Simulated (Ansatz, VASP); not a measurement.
**Be4S in VASP and in Ansatz**

```
Be S
1.0
    -2.24549    2.24549    2.91520
     2.24549   -2.24549    2.91520
     2.24549    2.24549   -2.91520
Be S
4 1
Direct
  0.33380 0.33380 0.00000
  0.66620 0.66620 0.00000
  0.50000 0.00000 0.50000
  0.00000 0.50000 0.50000
  0.00000 0.00000 0.00000
```

Change from the starting cell: species swapped into the PbF4 type (I4/mmm, No. 139).

Alike in both runs: functional PBE; k mesh 6 × 6 × 6; occupations gaussian, width 0.1 eV; no spin polarisation.

Ansatz relaxed the structure, and its values are those at the end. VASP's run is a single point on that final structure, the one shown.

```csv
,VASP,Ansatz
version,VASP 6.6.1,Ansatz 0.2.0
potentials or method,"VASP PAW PBE potentials, release 64 (Be, S), cutoff 520 eV","scalar-relativistic, plane waves, PAW"
valence electrons in the cell,14,14
```

```tsv
	VASP	Ansatz	Ansatz less VASP
gap on the k mesh at the Fermi level (eV)	none	none	-
pressure (GPa)	0.3	0.3	-0.02
```

A gap of «none» marks a metal or a gap that the smearing closes.
